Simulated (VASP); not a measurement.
# TePb (I4mm) in VASP: a series of runs

Runs on TePb. Level: LDA. Tasks: single point.

All numbers are computed with VASP 6.6.1; they aren't measurements. Logs are shortened: lines on timing, memory, paths and dates and some standing lists are left out, and cuts for length are marked.

**1. The cell of the first run**

Symmetry: I4mm, No. 107, tetragonal system. The conventional cell has a = 4.564 Å, b = 4.564 Å, c = 6.454 Å, α = 90.00°, β = 90.00°, γ = 90.00°. Within 3.9 Å of Te (site symmetry 4mm) lie 6 Pb at 2.93 to 3.53 Å. Pb (site symmetry 4mm) has 6 Te at 2.93 to 3.53 Å within 3.9 Å.

**2. Single point, LDA (all Pb atoms moved -0.300 Å, as atom 2 along Cartesian [0 1 0])**

INCAR reads:

```
SYSTEM = TePb
  ALGO = Normal
  EDIFF = 1E-6
  ENCUT = 520
  GGA = CA
  ISIF = 2
  ISMEAR = 0
  LASPH = .True.
  LCHARG = .False.
  LREAL = .False.
  LWAVE = .False.
  NBANDS = 17
  NELM = 100
  PREC = Accurate
  SIGMA = 0.05
```

KPOINTS reads:

```
k-points
0
Gamma
  8 8 8
  0 0 0
```

POSCAR reads:

```
TePb
1.0
    0.0000000000      3.2270000000      3.2270000000
    3.2270000000      0.0000000000      3.2270000000
    3.2270000000      3.2270000000      0.0000000000
Te Pb
1 1
Direct
    0.5000000000      0.5000000000      0.5000000000
   -0.0464828014      0.0464828014     -0.0464828014
```

Potentials or basis: VASP PAW LDA potentials, release 64 (Te, Pb_d).

Launch:

```bash
cat potpaw_LDA.64/Te/POTCAR potpaw_LDA.64/Pb_d/POTCAR > POTCAR
mpirun -np 1 vasp_std > vasp.out
```

OUTCAR:

```text
SYSTEM = TePb
   EDIFF = 1E-6
   ENCUT = 520
   GGA = CA
   ISIF = 2
   ISMEAR = 0
   LASPH = .True.
   LREAL = .False.
   NELM = 100
   PREC = Accurate

 ion  position               nearest neighbor table
   1  0.500  0.500  0.500-   2 2.93   2 3.24   2 3.24   2 3.24   2 3.24   2 3.53
   2  0.954  0.046  0.954-   1 2.93   1 3.24   1 3.24   1 3.24   1 3.24   1 3.53

  LATTYP: Found a face centered cubic cell.
 ALAT       =     6.4540000000

  Lattice vectors:

 A1 = (   0.0000000000,   3.2270000000,   3.2270000000)
 A2 = (   3.2270000000,   0.0000000000,   3.2270000000)
 A3 = (   3.2270000000,   3.2270000000,   0.0000000000)

Analysis of symmetry for initial positions (statically):
=====================================================================
 Subroutine PRICEL returns:
 Original cell was already a primitive cell.

 Routine SETGRP: Setting up the symmetry group for a
 face centered cubic supercell.

 Subroutine GETGRP returns: Found  8 space group operations
 (whereof  8 operations were pure point group operations)
 out of a pool of 48 trial point group operations.

The static configuration has the point symmetry C_4v.

Analysis of symmetry for dynamics (positions and initial velocities):
=====================================================================
 Subroutine PRICEL returns:
 Original cell was already a primitive cell.

 Routine SETGRP: Setting up the symmetry group for a
 face centered cubic supercell.

 Subroutine GETGRP returns: Found  8 space group operations
 (whereof  8 operations were pure point group operations)
 out of a pool of 48 trial point group operations.

The dynamic configuration has the point symmetry C_4v.

 Subroutine INISYM returns: Found  8 space group operations
 (whereof  8 operations are pure point group operations),
 and found     1 'primitive' translations

----------------------------------------------------------------------------------------

                                     Primitive cell

  volume of cell :      67.2089

  direct lattice vectors                    reciprocal lattice vectors
     0.000000000  3.227000000  3.227000000    -0.154942671  0.154942671  0.154942671
     3.227000000  0.000000000  3.227000000     0.154942671 -0.154942671  0.154942671
     3.227000000  3.227000000  0.000000000     0.154942671  0.154942671 -0.154942671

  length of vectors
     4.563667166  4.563667166  4.563667166     0.268368579  0.268368579  0.268368579

  position of ions in fractional coordinates (direct lattice)
     0.500000000  0.500000000  0.500000000
     0.953517199  0.046482801  0.953517199

  ion indices of the primitive-cell ions
   primitive index   ion index
                 1           1
                 2           2

----------------------------------------------------------------------------------------

 KPOINTS: k-points

Automatic generation of k-mesh.
 Grid dimensions read from file:
 generate k-points for:    8    8    8

 Generating k-lattice:

  Cartesian coordinates                     Fractional coordinates (reciprocal lattice)
    -0.019367834  0.019367834  0.019367834     0.125000000  0.000000000  0.000000000
     0.019367834 -0.019367834  0.019367834     0.000000000  0.125000000  0.000000000
     0.019367834  0.019367834 -0.019367834     0.000000000  0.000000000  0.125000000

  Length of vectors
     0.033546072  0.033546072  0.033546072

  Shift w.r.t. Gamma in fractional coordinates (k-lattice)
     0.000000000  0.000000000  0.000000000

 Subroutine IBZKPT returns following result:
 ===========================================

 Found     59 irreducible k-points:

 Following reciprocal coordinates:
            Coordinates               Weight
  0.000000  0.000000  0.000000      1.000000
  0.125000  0.000000  0.000000      8.000000
  0.250000  0.000000  0.000000      8.000000
  0.375000  0.000000  0.000000      8.000000
  0.500000  0.000000  0.000000      4.000000
  0.125000  0.125000  0.000000      4.000000
[... 16 lines left out ...]
  0.250000  0.000000  0.375000      8.000000
  0.500000  0.250000  0.000000     16.000000
 [... further k-points ...]
   k-points           NKPTS =     59   k-points in BZ     NKDIM =     59   number of bands    NBANDS=     17
   number of dos      NEDOS =    301   number of ions     NIONS =      2
   total plane-waves  NPLWV =  46656
   dimension x,y,z NGX =    36 NGY =   36 NGZ =   36
   dimension x,y,z NGXF=    72 NGYF=   72 NGZF=   72
   ions per type =               1   1
   NGX,Y,Z   is equivalent  to a cutoff of  13.11, 13.11, 13.11 a.u.
   NGXF,Y,Z  is equivalent  to a cutoff of  26.23, 26.23, 26.23 a.u.
 SYSTEM =  TePb
   PREC   = accura    normal or accurate (medium, high low for compatibility)
   ISTART =      0    job   : 0-new  1-cont  2-samecut
   ICHARG =      2    charge: 1-file 2-atom 10-const
   ISPIN  =      1    spin polarized calculation?
   LNONCOLLINEAR =      F non collinear calculations
   LSORBIT =      F    spin-orbit coupling
   LASPH  =      T    aspherical Exc in radial PAW
   ENCUT  =  520.0 eV  38.22 Ry    6.18 a.u.   8.49  8.49  8.49*2*pi/ulx,y,z
   NELM   =    100;   NELMIN=  2; NELMDL= -5     # of ELM steps
   EDIFF  = 0.1E-05   stopping-criterion for ELM
   LREAL  =      F    real-space projection
   EDIFFG = 0.1E-04   stopping-criterion for IOM
   NSW    =      0    number of steps for IOM
   IBRION =     -1    ionic relax: 0-MD 1-quasi-New 2-CG
   NFREE  =      0    steps in history (QN), initial steepest desc. (CG)
   ISIF   =      2    stress and relaxation
   ISYM   =      2    0-nonsym 1-usesym 2-fastsym
   POTIM  = 0.5000    time-step for ionic-motion
   TEBEG  =    0.0;   TEEND  =   0.0 temperature during run
   PSTRESS=    0.0 pullay stress
   NELECT =      20.0000    total number of electrons
   NUPDOWN=      -1.0000    fix difference up-down
   EMIN   =  10.00;   EMAX   =-10.00  energy-range for DOS
   EFERMI =   0.00;   METHOD = LEGACY
   ISMEAR =     0;   SIGMA  =   0.05  broadening in eV -4-tet -1-fermi 0-gaus
   EFERMI_NEDOS =   21; number of points for ismear=-14 and -15
   IALGO  =     38    algorithm
   IMIX   =      4    mixing-type and parameters
     AMIX     =   0.40;   BMIX     =  1.00
     AMIX_MAG =   1.60;   BMIX_MAG =  1.00
  volume/ion in A,a.u.               =      33.60       226.77
  Fermi-wavevector in a.u.,A,eV,Ry     =   1.092972  2.065418 16.253366  1.194589
  Thomas-Fermi vector in A             =   2.229249
   LORBIT       =      0    0 simple, 1 ext, 2 COOP (PROOUT), +10 PAW based schemes
   GGA     = CA    functional components
   LHFCALC =     F    Hartree Fock is set to
   AEXX    =    0.0000 exact exchange contribution
   IVDW    =     0    specifies the selected vdW correction
   LEPSILON=     F    determine dielectric tensor
   LRPA    =     F    only Hartree local field effects (RPA)
 non-spin polarized calculation
 Gauss-broadening in eV      SIGMA  =   0.05
  energy-cutoff  :      520.00
  volume of cell :       67.21
 maximum number of plane-waves:      1837
 NGX is ok and might be reduce to    36
   NGX = 17   NGY = 17   NGZ = 17

 number of electron      19.9999998 magnetization

 Free energy of the ion-electron system (eV)
  ---------------------------------------------------
  ext. energy  EPLUGINS =         0.00000000
  ---------------------------------------------------
  free energy    TOTEN  =        -8.72382352 eV

  energy without entropy =       -8.72382352  energy(sigma->0) =       -8.72382352

 E-fermi :   5.5875     XC(G=0):  -9.5759

 val. band max:        5.3389471290   @ k =   0.1250   0.0000  -0.2500
 cond. band min:       6.3354994888   @ k =   0.5000   0.0000   0.0000
 fundamental gap:      0.9965523598
 Fermi energy:         5.5875441433

 k-point     1 :       0.0000    0.0000    0.0000
  band No.  band energies     occupation
      1     -11.1767      2.00000
      2     -11.1683      2.00000
      3     -11.1558      2.00000
      4     -11.1474      2.00000
      5     -11.1474      2.00000
      6      -6.7139      2.00000
[... 9 lines left out ...]
     16      11.6025      0.00000
     17      12.6931      0.00000

 k-point     2 :       0.1250    0.0000    0.0000
  band No.  band energies     occupation
      1     -11.1792      2.00000
      2     -11.1700      2.00000
      3     -11.1543      2.00000
      4     -11.1462      2.00000
      5     -11.1451      2.00000
      6      -6.5803      2.00000
[... 9 lines left out ...]
     16      11.6892      0.00000
     17      13.7254      0.00000

 k-point     3 :       0.2500    0.0000    0.0000
  band No.  band energies     occupation
      1     -11.1859      2.00000
      2     -11.1748      2.00000
      3     -11.1515      2.00000
      4     -11.1421      2.00000
      5     -11.1388      2.00000
      6      -6.1978      2.00000
[... 9 lines left out ...]
     16      12.3382      0.00000
     17      15.6328      0.00000

 k-point     4 :       0.3750    0.0000    0.0000
  band No.  band energies     occupation
      1     -11.1929      2.00000
      2     -11.1801      2.00000
      3     -11.1499      2.00000
      4     -11.1365      2.00000
      5     -11.1320      2.00000
      6      -5.6571      2.00000
[... 9 lines left out ...]
     16      13.5187      0.00000
     17      16.1809      0.00000
[... 343 lines left out ...]
      1     -11.2119      2.00000
      2     -11.1684      2.00000
      3     -11.1524      2.00000
      4     -11.1380      2.00000
      5     -11.1283      2.00000
      6      -5.6501      2.00000
[... 9 lines left out ...]
     16      14.7047      0.00000
     17      15.1832      0.00000

 k-point    23 :       0.2500    0.0000    0.3750
  band No.  band energies     occupation
      1     -11.2187      2.00000
      2     -11.1634      2.00000
      3     -11.1608      2.00000
      4     -11.1295      2.00000
      5     -11.1279      2.00000
      6      -5.5943      2.00000
[... 9 lines left out ...]
     16      14.7695      0.00000
     17      15.3327      0.00000

 k-point    24 :       0.5000    0.2500    0.0000
  band No.  band energies     occupation
      1     -11.2148      2.00000
      2     -11.1737      2.00000
      3     -11.1475      2.00000
      4     -11.1368      2.00000
      5     -11.1266      2.00000
      6      -5.2170      2.00000
[... 9 lines left out ...]
     16      15.0765      0.00000
     17      15.8043      0.00000

 [... further k-points ...]
[... 5 lines left out ...]
  --------------------------------------------------------------------------------------
  -------------------------------------------------------------------------------------
  Total       -0.6384376      0.8097803     -0.6384376     -0.0000000      0.0000000      0.0000000
  in kB      -15.2195607     19.3041607    -15.2195607     -0.0000000      0.0000000      0.0000000
  external PRESSURE =      -3.7116536 kB  Pullay stress =       0.0000000 kB

 VOLUME and BASIS-vectors are now :
 -----------------------------------------------------------------------------
  energy-cutoff  :      520.00
  volume of cell :       67.21
      direct lattice vectors                 reciprocal lattice vectors
     0.000000000  3.227000000  3.227000000    -0.154942671  0.154942671  0.154942671
     3.227000000  0.000000000  3.227000000     0.154942671 -0.154942671  0.154942671
     3.227000000  3.227000000  0.000000000     0.154942671  0.154942671 -0.154942671

 POSITION                                       TOTAL-FORCE (eV/Angst)
 -----------------------------------------------------------------------------------
      3.22700      3.22700      3.22700         0.000000     -0.458398      0.000000
      3.22700      6.15400      3.22700         0.000000      0.458398      0.000000
 -----------------------------------------------------------------------------------
    total drift:                                0.000000      0.000533      0.000000

  FREE ENERGIE OF THE ION-ELECTRON SYSTEM (eV)
  ---------------------------------------------------
  free  energy   TOTEN  =        -8.7238235163 eV

  energy  without entropy=       -8.7238235163  energy(sigma->0) =       -8.72382352
```

Wall time 20 s (1 thread of Intel Xeon 6975P-C (Granite Rapids), shared host); peak memory 0.21 GiB.

Results:

```
Free energy            : -8.7238 eV
Pressure               : -0.4 GPa
Largest force          : 0.458 eV/Å
Band gap on the k mesh : 1.00 eV, indirect (least direct gap 1.07 eV)
```

Forces on the atoms (eV/Å):
```
Te   0.000 -0.458  0.000
Pb   0.000  0.458  0.000
```

Caveat: the cell differs from its parent crystal (all Pb atoms moved -0.300 Å, as atom 2 along Cartesian [0 1 0]); spin-orbit coupling is left out, which moves the levels of the heavy elements.

[end of part 1 of 2]
